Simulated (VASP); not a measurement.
# ZrOs3 (Pm-3m) in VASP: single point with LDA

Aim: the single point of ZrOs3 with LDA.

All numbers are computed with VASP 6.6.1; they aren't measurements. Logs are shortened: lines on timing, memory, paths and dates and some standing lists are left out, and cuts for length are marked.

## Step 1: The cell of the first run

Symmetry: Pm-3m, No. 221, cubic system. Conventional cell: a = 3.922 Å, b = 3.922 Å, c = 3.922 Å, α = 90.00°, β = 90.00°, γ = 90.00°. Zr (site symmetry m-3m) has 12 Os at 2.77 Å within 3.7 Å. Os (site symmetry 4/mmm) has 4 Zr at 2.77 Å and 8 Os at 2.77 Å within 3.7 Å.

## Step 2: Single point, LDA

File INCAR:

```
PREC = Accurate
ENCUT = 520
EDIFF = 1E-7
ISMEAR = 0
SIGMA = 0.15
LREAL = F
LASPH = T
NELM = 60
ALGO = Fast
ISIF = 2
LWAVE = F
LCHARG = F
NBANDS = 26
```

File KPOINTS:

```
regular mesh
0
Gamma
  14 14 14
```

File POSCAR:

```
ZrOs3
1.0
    3.9224151187      0.0000000000      0.0000000000
    0.0000000000      3.9224151187      0.0000000000
    0.0000000000      0.0000000000      3.9224151187
Zr Os
1 3
Direct
    0.0000000000      0.0000000000      0.0000000000
    0.5000000000      0.5000000000      0.0000000000
    0.5000000000      0.0000000000      0.5000000000
    0.0000000000      0.5000000000      0.5000000000
```

Potentials or basis: VASP PAW LDA potentials, release 64 (Zr_sv, Os).

Run with:

```console
$ cat potpaw_LDA.64/Zr_sv/POTCAR potpaw_LDA.64/Os/POTCAR > POTCAR
$ mpirun -np 1 vasp_std > vasp.out
```

OUTCAR:

```text
PREC = Accurate
   ENCUT = 520
   EDIFF = 1E-7
   ISMEAR = 0
   LREAL = F
   LASPH = T
   NELM = 60
   ISIF = 2

 ion  position               nearest neighbor table
   1  0.000  0.000  0.000-   2 2.77   3 2.77   4 2.77   3 2.77   4 2.77   2 2.77   4 2.77   4 2.77
                             2 2.77   3 2.77   3 2.77   2 2.77
   2  0.500  0.500  0.000-   1 2.77   3 2.77   4 2.77   3 2.77   4 2.77   1 2.77   3 2.77   3 2.77
                             1 2.77   4 2.77   4 2.77   1 2.77
   3  0.500  0.000  0.500-   1 2.77   2 2.77   4 2.77   1 2.77   2 2.77   2 2.77   4 2.77   2 2.77
                             1 2.77   4 2.77   1 2.77   4 2.77
   4  0.000  0.500  0.500-   1 2.77   2 2.77   3 2.77   1 2.77   2 2.77   1 2.77   3 2.77   1 2.77
                             2 2.77   3 2.77   2 2.77   3 2.77

  LATTYP: Found a simple cubic cell.
 ALAT       =     3.9224151187

  Lattice vectors:

 A1 = (   3.9224151187,   0.0000000000,   0.0000000000)
 A2 = (   0.0000000000,   3.9224151187,   0.0000000000)
 A3 = (   0.0000000000,   0.0000000000,   3.9224151187)

Analysis of symmetry for initial positions (statically):
=====================================================================
 Subroutine PRICEL returns:
 Original cell was already a primitive cell.

 Routine SETGRP: Setting up the symmetry group for a
 simple cubic supercell.

 Subroutine GETGRP returns: Found 48 space group operations
 (whereof 48 operations were pure point group operations)
 out of a pool of 48 trial point group operations.

The static configuration has the point symmetry O_h .

Analysis of symmetry for dynamics (positions and initial velocities):
=====================================================================
 Subroutine PRICEL returns:
 Original cell was already a primitive cell.

 Routine SETGRP: Setting up the symmetry group for a
 simple cubic supercell.

 Subroutine GETGRP returns: Found 48 space group operations
 (whereof 48 operations were pure point group operations)
 out of a pool of 48 trial point group operations.

The dynamic configuration has the point symmetry O_h .

 Subroutine INISYM returns: Found 48 space group operations
 (whereof 48 operations are pure point group operations),
 and found     1 'primitive' translations

----------------------------------------------------------------------------------------

                                     Primitive cell

  volume of cell :      60.3477

  direct lattice vectors                    reciprocal lattice vectors
     3.922415119  0.000000000  0.000000000     0.254944969  0.000000000  0.000000000
     0.000000000  3.922415119  0.000000000     0.000000000  0.254944969  0.000000000
     0.000000000  0.000000000  3.922415119     0.000000000  0.000000000  0.254944969

  length of vectors
     3.922415119  3.922415119  3.922415119     0.254944969  0.254944969  0.254944969

  position of ions in fractional coordinates (direct lattice)
     0.000000000  0.000000000  0.000000000
     0.500000000  0.500000000  0.000000000
     0.500000000  0.000000000  0.500000000
     0.000000000  0.500000000  0.500000000

  ion indices of the primitive-cell ions
   primitive index   ion index
                 1           1
                 2           2
                 3           3
                 4           4

----------------------------------------------------------------------------------------

 KPOINTS: regular mesh

Automatic generation of k-mesh.
 Grid dimensions read from file:
 generate k-points for:   14   14   14

 Generating k-lattice:

  Cartesian coordinates                     Fractional coordinates (reciprocal lattice)
     0.018210355  0.000000000  0.000000000     0.071428571  0.000000000  0.000000000
     0.000000000  0.018210355  0.000000000     0.000000000  0.071428571  0.000000000
     0.000000000  0.000000000  0.018210355     0.000000000  0.000000000  0.071428571

  Length of vectors
     0.018210355  0.018210355  0.018210355

  Shift w.r.t. Gamma in fractional coordinates (k-lattice)
     0.000000000  0.000000000  0.000000000

 Subroutine IBZKPT returns following result:
 ===========================================

 Found    120 irreducible k-points:

 Following reciprocal coordinates:
            Coordinates               Weight
  0.000000  0.000000  0.000000      1.000000
  0.071429  0.000000  0.000000      6.000000
  0.142857  0.000000  0.000000      6.000000
  0.214286  0.000000  0.000000      6.000000
  0.285714  0.000000  0.000000      6.000000
  0.357143  0.000000  0.000000      6.000000
[... 16 lines left out ...]
  0.285714  0.214286  0.000000     24.000000
  0.357143  0.214286  0.000000     24.000000
 [... further k-points ...]
   k-points           NKPTS =    120   k-points in BZ     NKDIM =    120   number of bands    NBANDS=     26
   number of dos      NEDOS =    301   number of ions     NIONS =      4
   total plane-waves  NPLWV =  27000
   dimension x,y,z NGX =    30 NGY =   30 NGZ =   30
   dimension x,y,z NGXF=    60 NGYF=   60 NGZF=   60
   ions per type =               1   3
   NGX,Y,Z   is equivalent  to a cutoff of  12.72, 12.72, 12.72 a.u.
   NGXF,Y,Z  is equivalent  to a cutoff of  25.43, 25.43, 25.43 a.u.
 SYSTEM =  unknown system
   PREC   = accura    normal or accurate (medium, high low for compatibility)
   ISTART =      0    job   : 0-new  1-cont  2-samecut
   ICHARG =      2    charge: 1-file 2-atom 10-const
   ISPIN  =      1    spin polarized calculation?
   LNONCOLLINEAR =      F non collinear calculations
   LSORBIT =      F    spin-orbit coupling
   LASPH  =      T    aspherical Exc in radial PAW
   ENCUT  =  520.0 eV  38.22 Ry    6.18 a.u.   7.29  7.29  7.29*2*pi/ulx,y,z
   NELM   =     60;   NELMIN=  2; NELMDL= -5     # of ELM steps
   EDIFF  = 0.1E-06   stopping-criterion for ELM
   LREAL  =      F    real-space projection
   EDIFFG = 0.1E-05   stopping-criterion for IOM
   NSW    =      0    number of steps for IOM
   IBRION =     -1    ionic relax: 0-MD 1-quasi-New 2-CG
   NFREE  =      0    steps in history (QN), initial steepest desc. (CG)
   ISIF   =      2    stress and relaxation
   ISYM   =      2    0-nonsym 1-usesym 2-fastsym
   POTIM  = 0.5000    time-step for ionic-motion
   TEBEG  =    0.0;   TEEND  =   0.0 temperature during run
   PSTRESS=    0.0 pullay stress
   NELECT =      36.0000    total number of electrons
   NUPDOWN=      -1.0000    fix difference up-down
   EMIN   =  10.00;   EMAX   =-10.00  energy-range for DOS
   EFERMI =   0.00;   METHOD = LEGACY
   ISMEAR =     0;   SIGMA  =   0.15  broadening in eV -4-tet -1-fermi 0-gaus
   EFERMI_NEDOS =   21; number of points for ismear=-14 and -15
   IALGO  =     68    algorithm
   IMIX   =      4    mixing-type and parameters
     AMIX     =   0.40;   BMIX     =  1.00
     AMIX_MAG =   1.60;   BMIX_MAG =  1.00
  volume/ion in A,a.u.               =      15.09       101.81
  Fermi-wavevector in a.u.,A,eV,Ry     =   1.378126  2.604280 25.840592  1.899230
  Thomas-Fermi vector in A             =   2.503216
   LORBIT       =      0    0 simple, 1 ext, 2 COOP (PROOUT), +10 PAW based schemes
   GGA     = CA    functional components
   LHFCALC =     F    Hartree Fock is set to
   AEXX    =    0.0000 exact exchange contribution
   IVDW    =     0    specifies the selected vdW correction
   LEPSILON=     F    determine dielectric tensor
   LRPA    =     F    only Hartree local field effects (RPA)
 non-spin polarized calculation
 RMM-DIIS sequential band-by-band and
 Gauss-broadening in eV      SIGMA  =   0.15
  energy-cutoff  :      520.00
  volume of cell :       60.35
 maximum number of plane-waves:      1647
 NGX is ok and might be reduce to    30
   NGX = 15   NGY = 15   NGZ = 15

 number of electron      36.0000003 magnetization

 Free energy of the ion-electron system (eV)
  ---------------------------------------------------
  ext. energy  EPLUGINS =         0.00000000
  ---------------------------------------------------
  free energy    TOTEN  =       -47.43059408 eV

  energy without entropy =      -47.38166023  energy(sigma->0) =      -47.40612715

 E-fermi :   9.4064     XC(G=0): -13.6570

 val. band max:        9.4029008094   @ k =   0.4286   0.3571   0.2143
 cond. band min:       9.4079098625   @ k =   0.5000   0.3571   0.2143
 fundamental gap:      0.0050090531
 Fermi energy:         9.4063766665

 k-point     1 :       0.0000    0.0000    0.0000
  band No.  band energies     occupation
      1     -38.0065      2.00000
      2     -16.3177      2.00000
      3     -16.3177      2.00000
      4     -16.3177      2.00000
      5       0.4134      2.00000
      6       3.2508      2.00000
[... 18 lines left out ...]
     25      14.6705      0.00000
     26      16.2408      0.00000

 k-point     2 :       0.0714    0.0000    0.0000
  band No.  band energies     occupation
      1     -38.0059      2.00000
      2     -16.3259      2.00000
      3     -16.3192      2.00000
      4     -16.3192      2.00000
      5       0.4911      2.00000
      6       3.3001      2.00000
[... 18 lines left out ...]
     25      14.6703      0.00000
     26      16.2513      0.00000

 k-point     3 :       0.1429    0.0000    0.0000
  band No.  band energies     occupation
      1     -38.0044      2.00000
      2     -16.3489      2.00000
      3     -16.3234      2.00000
      4     -16.3234      2.00000
      5       0.7200      2.00000
      6       3.4339      2.00000
[... 18 lines left out ...]
     25      14.5240      0.00000
     26      16.2871      0.00000

 k-point     4 :       0.2143    0.0000    0.0000
  band No.  band energies     occupation
      1     -38.0022      2.00000
      2     -16.3820      2.00000
      3     -16.3296      2.00000
      4     -16.3296      2.00000
      5       1.0876      2.00000
      6       3.6207      2.00000
[... 18 lines left out ...]
     25      14.1579      0.00000
     26      16.1820      0.00000
[... 496 lines left out ...]
      1     -37.9990      2.00000
      2     -16.4000      2.00000
      3     -16.3626      2.00000
      4     -16.3410      2.00000
      5       1.6866      2.00000
      6       4.0874      2.00000
[... 18 lines left out ...]
     25      14.6548      0.00000
     26      14.6766      0.00000

 k-point    23 :       0.2857    0.2143    0.0000
  band No.  band energies     occupation
      1     -37.9972      2.00000
      2     -16.4195      2.00000
      3     -16.3720      2.00000
      4     -16.3475      2.00000
      5       2.1184      2.00000
      6       4.3236      2.00000
[... 18 lines left out ...]
     25      14.4465      0.00000
     26      14.4765      0.00000

 k-point    24 :       0.3571    0.2143    0.0000
  band No.  band energies     occupation
      1     -37.9956      2.00000
      2     -16.4405      2.00000
      3     -16.3770      2.00000
      4     -16.3533      2.00000
      5       2.6200      2.00000
      6       4.4944      2.00000
[... 18 lines left out ...]
     25      14.1019      0.00000
     26      14.4493      0.00000

 [... further k-points ...]
[... 5 lines left out ...]
  --------------------------------------------------------------------------------------
  -------------------------------------------------------------------------------------
  Total        0.2636168      0.2636168      0.2636168      0.0000000      0.0000000      0.0000000
  in kB        6.9987904      6.9987904      6.9987904      0.0000000      0.0000000      0.0000000
  external PRESSURE =       6.9987904 kB  Pullay stress =       0.0000000 kB

 VOLUME and BASIS-vectors are now :
 -----------------------------------------------------------------------------
  energy-cutoff  :      520.00
  volume of cell :       60.35
      direct lattice vectors                 reciprocal lattice vectors
     3.922415119  0.000000000  0.000000000     0.254944969  0.000000000  0.000000000
     0.000000000  3.922415119  0.000000000     0.000000000  0.254944969  0.000000000
     0.000000000  0.000000000  3.922415119     0.000000000  0.000000000  0.254944969

 POSITION                                       TOTAL-FORCE (eV/Angst)
 -----------------------------------------------------------------------------------
      0.00000      0.00000      0.00000         0.000000      0.000000      0.000000
      1.96121      1.96121      0.00000         0.000000      0.000000      0.000000
      1.96121      0.00000      1.96121         0.000000      0.000000      0.000000
      0.00000      1.96121      1.96121         0.000000      0.000000      0.000000
 -----------------------------------------------------------------------------------
    total drift:                                0.000000      0.000000     -0.000000

  FREE ENERGIE OF THE ION-ELECTRON SYSTEM (eV)
  ---------------------------------------------------
  free  energy   TOTEN  =       -47.4305940775 eV

  energy  without entropy=      -47.3816602254  energy(sigma->0) =      -47.40612715
```

Wall time 3.1 min (1 thread of Intel Xeon Platinum 8488C (Sapphire Rapids), shared host); peak memory 0.28 GiB.

Results:

```yaml
Free_energy: -47.4306 eV
Pressure: 0.7 GPa
Band_gap_on_the_k_mesh: zero (bands 18 and 19 overlap by 4.21 eV)
```

Caveat: spin-orbit coupling is left out, which moves the levels of the heavy elements.
